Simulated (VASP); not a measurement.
# NaH (Fm-3m) in VASP: dielectric tensor with PBE

Aim: the dielectric tensor of NaH with PBE.

All numbers are computed with VASP 6.6.1; they aren't measurements. Logs are shortened: lines on timing, memory, paths and dates and some standing lists are left out, and cuts for length are marked.

## (1) The cell of the first run

It takes space group Fm-3m (No. 225, cubic). The conventional cell has a = 4.795 Å, b = 4.795 Å, c = 4.795 Å, α = 90.00°, β = 90.00°, γ = 90.00°. Within 3.2 Å of Na (site symmetry m-3m) lie 6 H at 2.40 Å. H (site symmetry m-3m) has 6 Na at 2.40 Å within 3.2 Å.

## (2) Dielectric tensor, PBE

INCAR reads:

```
SYSTEM = NaH
  PREC = Accurate
  ENCUT = 520
  EDIFF = 1E-8
  ISMEAR = 0
  SIGMA = 0.01
  LREAL = .False.
  LASPH = .True.
  NELM = 60
  ALGO = Normal
  ISIF = 2
  LWAVE = .False.
  LCHARG = .False.
  GGA = PE
  LEPSILON = .True.
```

KPOINTS reads:

```
Automatic mesh
0
Gamma
  8 8 8
  0 0 0
```

POSCAR reads:

```
NaH
1.0
    0.0000000000      2.3975126521      2.3975126521
    2.3975126521      0.0000000000      2.3975126521
    2.3975126521      2.3975126521      0.0000000000
Na H
1 1
Direct
    0.0000000000      0.0000000000      0.0000000000
    0.5000000000      0.5000000000      0.5000000000
```

Potentials or basis: VASP PAW PBE potentials, release 64 (Na_pv, H).

Run with:

```console
$ cat potpaw_PBE.64/Na_pv/POTCAR potpaw_PBE.64/H/POTCAR > POTCAR
$ mpirun -np 1 vasp_std > vasp.out
```

OUTCAR:

```text
SYSTEM = NaH
   PREC = Accurate
   ENCUT = 520
   EDIFF = 1E-8
   ISMEAR = 0
   LREAL = .False.
   LASPH = .True.
   NELM = 60
   ISIF = 2
   GGA = PE
   LEPSILON = .True.

 ion  position               nearest neighbor table
   1  0.000  0.000  0.000-
   2  0.500  0.500  0.500-

  LATTYP: Found a face centered cubic cell.
 ALAT       =     4.7950253042

  Lattice vectors:

 A1 = (   0.0000000000,   2.3975126521,   2.3975126521)
 A2 = (   2.3975126521,   0.0000000000,   2.3975126521)
 A3 = (   2.3975126521,   2.3975126521,   0.0000000000)

Analysis of symmetry for initial positions (statically):
=====================================================================
 Subroutine PRICEL returns:
 Original cell was already a primitive cell.

 Routine SETGRP: Setting up the symmetry group for a
 face centered cubic supercell.

 Subroutine GETGRP returns: Found 48 space group operations
 (whereof 48 operations were pure point group operations)
 out of a pool of 48 trial point group operations.

The static configuration has the point symmetry O_h .

Analysis of symmetry for dynamics (positions and initial velocities):
=====================================================================
 Subroutine PRICEL returns:
 Original cell was already a primitive cell.

 Routine SETGRP: Setting up the symmetry group for a
 face centered cubic supercell.

 Subroutine GETGRP returns: Found 48 space group operations
 (whereof 48 operations were pure point group operations)
 out of a pool of 48 trial point group operations.

The dynamic configuration has the point symmetry O_h .

 Subroutine INISYM returns: Found 48 space group operations
 (whereof 48 operations are pure point group operations),
 and found     1 'primitive' translations

----------------------------------------------------------------------------------------

                                     Primitive cell

  volume of cell :      27.5621

  direct lattice vectors                    reciprocal lattice vectors
     0.000000000  2.397512652  2.397512652    -0.208549473  0.208549473  0.208549473
     2.397512652  0.000000000  2.397512652     0.208549473 -0.208549473  0.208549473
     2.397512652  2.397512652  0.000000000     0.208549473  0.208549473 -0.208549473

  length of vectors
     3.390594909  3.390594909  3.390594909     0.361218283  0.361218283  0.361218283

  position of ions in fractional coordinates (direct lattice)
     0.000000000  0.000000000  0.000000000
     0.500000000  0.500000000  0.500000000

  ion indices of the primitive-cell ions
   primitive index   ion index
                 1           1
                 2           2

----------------------------------------------------------------------------------------

 KPOINTS: Automatic mesh

Automatic generation of k-mesh.
 Grid dimensions read from file:
 generate k-points for:    8    8    8

 Generating k-lattice:

  Cartesian coordinates                     Fractional coordinates (reciprocal lattice)
    -0.026068684  0.026068684  0.026068684     0.125000000  0.000000000  0.000000000
     0.026068684 -0.026068684  0.026068684     0.000000000  0.125000000  0.000000000
     0.026068684  0.026068684 -0.026068684     0.000000000  0.000000000  0.125000000

  Length of vectors
     0.045152285  0.045152285  0.045152285

  Shift w.r.t. Gamma in fractional coordinates (k-lattice)
     0.000000000  0.000000000  0.000000000

 Subroutine IBZKPT returns following result:
 ===========================================

 Found     29 irreducible k-points:

 Following reciprocal coordinates:
            Coordinates               Weight
  0.000000  0.000000  0.000000      1.000000
  0.125000  0.000000  0.000000      8.000000
  0.250000  0.000000  0.000000      8.000000
  0.375000  0.000000  0.000000      8.000000
  0.500000  0.000000  0.000000      4.000000
  0.125000  0.125000  0.000000      6.000000
[... 16 lines left out ...]
  0.500000  0.250000  0.125000     48.000000
 -0.375000  0.250000  0.125000     24.000000
 [... further k-points ...]
   k-points           NKPTS =     29   k-points in BZ     NKDIM =     29   number of bands    NBANDS=      8
   number of dos      NEDOS =    301   number of ions     NIONS =      2
   total plane-waves  NPLWV =  21952
   dimension x,y,z NGX =    28 NGY =   28 NGZ =   28
   dimension x,y,z NGXF=    56 NGYF=   56 NGZF=   56
   ions per type =               1   1
   NGX,Y,Z   is equivalent  to a cutoff of  13.73, 13.73, 13.73 a.u.
   NGXF,Y,Z  is equivalent  to a cutoff of  27.46, 27.46, 27.46 a.u.
 SYSTEM =  NaH
   PREC   = accura    normal or accurate (medium, high low for compatibility)
   ISTART =      0    job   : 0-new  1-cont  2-samecut
   ICHARG =      2    charge: 1-file 2-atom 10-const
   ISPIN  =      1    spin polarized calculation?
   LNONCOLLINEAR =      F non collinear calculations
   LSORBIT =      F    spin-orbit coupling
   LASPH  =      T    aspherical Exc in radial PAW
   ENCUT  =  520.0 eV  38.22 Ry    6.18 a.u.   6.30  6.30  6.30*2*pi/ulx,y,z
   NELM   =     60;   NELMIN=  2; NELMDL= -5     # of ELM steps
   EDIFF  = 0.1E-07   stopping-criterion for ELM
   LREAL  =      F    real-space projection
   EDIFFG = 0.1E-06   stopping-criterion for IOM
   NSW    =      0    number of steps for IOM
   IBRION =     -1    ionic relax: 0-MD 1-quasi-New 2-CG
   NFREE  =      0    steps in history (QN), initial steepest desc. (CG)
   ISIF   =      2    stress and relaxation
   ISYM   =      2    0-nonsym 1-usesym 2-fastsym
   POTIM  = 0.5000    time-step for ionic-motion
   TEBEG  =    0.0;   TEEND  =   0.0 temperature during run
   PSTRESS=    0.0 pullay stress
   NELECT =       8.0000    total number of electrons
   NUPDOWN=      -1.0000    fix difference up-down
   EMIN   =  10.00;   EMAX   =-10.00  energy-range for DOS
   EFERMI =   0.00;   METHOD = LEGACY
   ISMEAR =     0;   SIGMA  =   0.01  broadening in eV -4-tet -1-fermi 0-gaus
   EFERMI_NEDOS =   21; number of points for ismear=-14 and -15
   IALGO  =     38    algorithm
   IMIX   =      4    mixing-type and parameters
     AMIX     =   0.40;   BMIX     =  1.00
     AMIX_MAG =   1.60;   BMIX_MAG =  1.00
  volume/ion in A,a.u.               =      13.78        93.00
  Fermi-wavevector in a.u.,A,eV,Ry     =   1.083928  2.048328 15.985495  1.174901
  Thomas-Fermi vector in A             =   2.220006
   LORBIT       =      0    0 simple, 1 ext, 2 COOP (PROOUT), +10 PAW based schemes
   GGA     = PE    functional components
   LHFCALC =     F    Hartree Fock is set to
   AEXX    =    0.0000 exact exchange contribution
   IVDW    =     0    specifies the selected vdW correction
   LEPSILON=     T    determine dielectric tensor
   LRPA    =     F    only Hartree local field effects (RPA)
 non-spin polarized calculation
 Gauss-broadening in eV      SIGMA  =   0.01
  energy-cutoff  :      520.00
  volume of cell :       27.56
 maximum number of plane-waves:       754
 NGX is ok and might be reduce to    28
   NGX = 13   NGY = 13   NGZ = 13

--------------------------------------- Ionic step        1  -------------------------------------------

 number of electron       7.9999992 magnetization

 E-fermi :  -0.9116     XC(G=0):  -7.8486

 val. band max:       -1.0385536752   @ k =  -0.2500   0.5000   0.2500
 cond. band min:       2.7609973282   @ k =   0.5000   0.0000   0.0000
 fundamental gap:      3.7995510034
 Fermi energy:        -0.9116266163

 k-point     1 :       0.0000    0.0000    0.0000
  band No.  band energies     occupation
      1     -23.1000      2.00000
      2     -23.1000      2.00000
      3     -23.1000      2.00000
      4      -4.7222      2.00000
      5       9.5872      0.00000
      6      14.7385      0.00000
      7      14.7385      0.00000
      8      14.7385      0.00000
[... 243 lines left out ...]
 k-point    24 :      -0.3750    0.2500    0.1250
  band No.  band energies     occupation
      1     -23.1858      2.00000
      2     -23.1373      2.00000
      3     -23.1203      2.00000
      4      -1.5280      2.00000
      5       3.5563      0.00000
      6       6.8721      0.00000
      7      10.1331      0.00000
      8      14.1099      0.00000

 [... further k-points ...]

  FORCE on cell =-STRESS in cart. coord.  units (eV):
  Direction    XX          YY          ZZ          XY          YZ          ZX
  --------------------------------------------------------------------------------------
  -------------------------------------------------------------------------------------
  Total        0.0906050      0.0906050      0.0906050     -0.0000000     -0.0000000      0.0000000
  in kB        5.2668395      5.2668395      5.2668395     -0.0000000     -0.0000000      0.0000000
  external PRESSURE =       5.2668395 kB  Pullay stress =       0.0000000 kB

 VOLUME and BASIS-vectors are now :
 -----------------------------------------------------------------------------
  energy-cutoff  :      520.00
  volume of cell :       27.56
      direct lattice vectors                 reciprocal lattice vectors
     0.000000000  2.397512652  2.397512652    -0.208549473  0.208549473  0.208549473
     2.397512652  0.000000000  2.397512652     0.208549473 -0.208549473  0.208549473
     2.397512652  2.397512652  0.000000000     0.208549473  0.208549473 -0.208549473

 POSITION                                       TOTAL-FORCE (eV/Angst)
 -----------------------------------------------------------------------------------
      0.00000      0.00000      0.00000        -0.000000      0.000000     -0.000000
      2.39751      2.39751      2.39751         0.000000     -0.000000      0.000000
 -----------------------------------------------------------------------------------
    total drift:                               -0.000000      0.000000      0.000000

  FREE ENERGIE OF THE ION-ELECTRON SYSTEM (eV)
  ---------------------------------------------------
  free  energy   TOTEN  =        -5.0863574911 eV

  energy  without entropy=       -5.0863574911  energy(sigma->0) =       -5.08635749

 HEAD OF MICROSCOPIC STATIC DIELECTRIC TENSOR (INDEPENDENT PARTICLE, excluding Hartree and local field effects)
 ------------------------------------------------------
           3.163942    -0.000000     0.000000
          -0.000000     3.163942    -0.000000
           0.000000    -0.000000     3.163942
 ------------------------------------------------------

 Free energy of the ion-electron system (eV)
  ---------------------------------------------------
  ---------------------------------------------------
  free energy    TOTEN  =        -0.18825220 eV

  energy without entropy =       -0.18825220

------------------------ aborting loop because EDIFF is reached ----------------------------------------

--------------------------------------- Ionic step        2  -------------------------------------------

------------------------ aborting loop because EDIFF is reached ----------------------------------------

--------------------------------------- Ionic step        3  -------------------------------------------

 Free energy of the ion-electron system (eV)
  ---------------------------------------------------
  ---------------------------------------------------
  free energy    TOTEN  =        -0.18825217 eV

  energy without entropy =       -0.18825217

------------------------ aborting loop because EDIFF is reached ----------------------------------------

 PIEZOELECTRIC TENSOR FIELD DIRECTION 3  (e Angst)
 -----------------------------------------------------------------------------
     0.00042  0.00000  0.00000           ( -0.00000  0.00000  0.00000)
     0.00000  0.00042  0.00000           (  0.00000 -0.00000  0.00000)
     0.00000 -0.00000 -0.00059           (  0.00000  0.00000 -0.00000)

 PIEZOELECTRIC TENSOR FIELD DIRECTION 3  (C/m^2)
 -----------------------------------------------------------------------------
     0.00024  0.00000  0.00000
     0.00000  0.00024  0.00000
     0.00000 -0.00000 -0.00034

 MACROSCOPIC STATIC DIELECTRIC TENSOR (including local field effects in DFT)
 ------------------------------------------------------
           3.119510     0.000000    -0.000000
           0.000000     3.119510    -0.000000
          -0.000000     0.000000     3.119510
 ------------------------------------------------------

 PIEZOELECTRIC TENSOR (including local field effects)  for field in x, y, z        (e  Angst)
          XX          YY          ZZ          XY          YZ          ZX
  --------------------------------------------------------------------------------
  x     0.00000     0.00000     0.00000     0.00000     0.00000     0.00000
  y     0.00000     0.00000     0.00000     0.00000     0.00000     0.00000
  z     0.00000     0.00000     0.00000     0.00000     0.00000     0.00000

 PIEZOELECTRIC TENSOR (including local field effects)  for field in x, y, z        (C/m^2)
          XX          YY          ZZ          XY          YZ          ZX
  --------------------------------------------------------------------------------
  x     0.00000     0.00000     0.00000     0.00000     0.00000     0.00000
  y     0.00000     0.00000     0.00000     0.00000     0.00000     0.00000
  z     0.00000     0.00000     0.00000     0.00000     0.00000     0.00000

 BORN EFFECTIVE CHARGES (including local field effects) (in |e|, cummulative output)
 ---------------------------------------------------------------------------------
 ion    1
    1     0.96394    -0.00000     0.00000
    2    -0.00000     0.96394     0.00000
    3     0.00000     0.00000     0.96394
 ion    2
    1    -0.96394     0.00000    -0.00000
    2     0.00000    -0.96394     0.00000
    3    -0.00000     0.00000    -0.96394
```

Wall time 73 s (1 thread of Oxide Virtual Turin-like, shared host); peak memory 0.14 GiB.

Results:

| Item | Value |
| --- | --- |
| Band gap on the k mesh | 3.80 eV (least direct gap 4.67 eV) |
| Electronic dielectric tensor (diagonal) | 3.12 |
| Born charges (mean of the diagonal) | Na +0.96; H -0.96 e |

Electronic dielectric tensor:
```
3.12 0.00 0.00
0.00 3.12 0.00
0.00 0.00 3.12
```

Born effective charge tensors (e):
atom 1, Na
```
0.96 0.00 0.00
0.00 0.96 0.00
0.00 0.00 0.96
```
atom 2, H
```
-0.96  0.00  0.00
 0.00 -0.96  0.00
 0.00  0.00 -0.96
```
